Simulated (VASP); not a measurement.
Crystal: Al2BAs3.

```xyz
6
Lattice="2.5050 1.4463 4.4502 -2.5050 1.4463 4.4502 0.0000 -2.8925 4.4502" Properties=species:S:1:pos:R:3 pbc="T T T"
Al    0.0000    0.0000   11.7295
Al    0.0000    0.0000    1.6211
B     0.0000    0.0000    6.6753
As    1.2525   -0.7231    4.4502
As    0.0000    1.4463    4.4502
As   -1.2525   -0.7231    4.4502
```

- Program: VASP 6.6.1
- Task: relaxation of cell and atoms
- Functional: PBE
- Potentials or basis: VASP PAW PBE potentials, release 64 (Al, B, As)
- Cutoff: 600 eV
- k mesh: 6 × 6 × 6
- Occupations: gaussian, width 0.1 eV
- Spin: no spin polarisation

At the start: pressure 10.7 GPa; volume 16.12 Å³/atom.

**Question.** Where does the relaxation end?

**Answer.** Over 28 steps the energy falls by 411.0 meV/atom and the volume is 17.60 Å³/atom (+9.2 %); space group R-3m (No. 166, to 0.05 Å).

The path:
```csv
step,energy change (eV),largest force (eV/Å),pressure (GPa),volume (Å³)
1,0.0000,0.4185,10.74,96.73
2,-0.6675,0.2089,-2.93,112.38
3,-0.6731,0.2130,-2.01,110.61
4,-0.7717,0.1931,-0.99,108.03
5,-0.8378,0.1337,0.63,104.86
6,-0.9506,0.1820,5.01,98.32
7,-0.8278,1.0668,23.54,84.47
8,-1.1036,0.3587,8.42,94.36
9,-1.1764,0.6584,14.18,89.48
10,-1.1871,0.6655,14.43,89.33
11,-1.2105,0.7034,15.11,88.89
12,-1.2209,0.7987,16.84,87.97
13,-1.2661,0.7729,16.28,88.33
14,-1.3930,0.6915,14.65,89.42
15,-1.6116,0.5378,11.59,91.62
16,-1.9427,0.2733,6.16,96.09
17,-2.2386,0.3282,-1.60,105.31
18,-2.2451,0.4284,-2.54,106.80
19,-2.2948,0.5091,-2.55,106.89
20,-2.3925,0.8022,-2.05,107.04
21,-2.4013,0.9430,-1.77,107.07
22,-2.4410,0.5958,-0.83,105.85
23,-2.4615,0.1036,0.75,104.11
24,-2.4615,0.1248,0.68,104.19
25,-2.4639,0.0538,0.33,104.68
26,-2.4647,0.0165,-0.02,105.19
27,-2.4653,0.0004,-0.07,105.32
28,-2.4659,0.0376,-0.16,105.61
```

Final structure:
```cif
data_structure
_symmetry_space_group_name_H-M 'P 1'
_symmetry_Int_Tables_number 1
_cell_length_a 4.7515
_cell_length_b 4.7515
_cell_length_c 4.7515
_cell_angle_alpha 83.970
_cell_angle_beta 83.970
_cell_angle_gamma 83.970
_cell_volume 105.61
loop_
_atom_site_label
_atom_site_type_symbol
_atom_site_fract_x
_atom_site_fract_y
_atom_site_fract_z
_atom_site_occupancy
Al1 Al 0.86272 0.86272 0.86272 1
Al2 Al 0.13728 0.13728 0.13728 1
B1 B 0.50000 0.50000 0.50000 1
As1 As 0.50000 0.00000 0.50000 1
As2 As 0.50000 0.50000 0.00000 1
As3 As 0.00000 0.50000 0.50000 1
```
